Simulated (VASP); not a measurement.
Runs of VASP 6.6.1 on SnS2 (Berndtite-2T). The structure is that of space group P-3m1 (No. 164), or close to it. The cells are those of the table. 

| cell | gap on the mesh (eV) | pressure (GPa) | largest force (eV/Å) |
| --- | --- | --- | --- |
| a = 3.530, b = 3.530, c = 6.237 Å, angles 90.0, 90.0, 120.0°, 3 atoms | 1.30 | 6.1 | (a) |
| a = 3.584, b = 3.584, c = 6.048 Å, angles 90.0, 90.0, 120.0°, 3 atoms | 1.48 | 5.9 | 0.02 |
| a = 3.639, b = 3.639, c = 5.868 Å, angles 90.0, 90.0, 120.0°, 3 atoms | (b) | 5.7 | 0.24 |
| a = 3.694, b = 3.694, c = 5.696 Å, angles 90.0, 90.0, 120.0°, 3 atoms | 1.30 | 5.4 | 0.46 |
| a = 3.748, b = 3.748, c = 5.531 Å, angles 90.0, 90.0, 120.0°, 3 atoms | 1.13 | 5.1 | 0.63 |

Alike in all rows: task single point; level revPBE; potentials or basis VASP PAW PBE potentials, release 64 (Sn_d, S); no spin polarisation; k mesh 6 × 6 × 3; cutoff (eV) 500; smearing fermi-dirac 0.02 eV.

**Question.** Fill in the values left out.

**Answer.** (a) 0.33; (b) 1.52.

Caveats: the PAW data sets were made with another functional, which shifts forces and pressure a little; spin-orbit coupling is left out, which moves the levels of the heavy elements; this functional lacks dispersion, which binds the layers, so the pressure and a relaxed spacing across them are unreliable (some runs).

A k mesh can miss the band edges, and the runs leave out spin-orbit coupling on Sn.
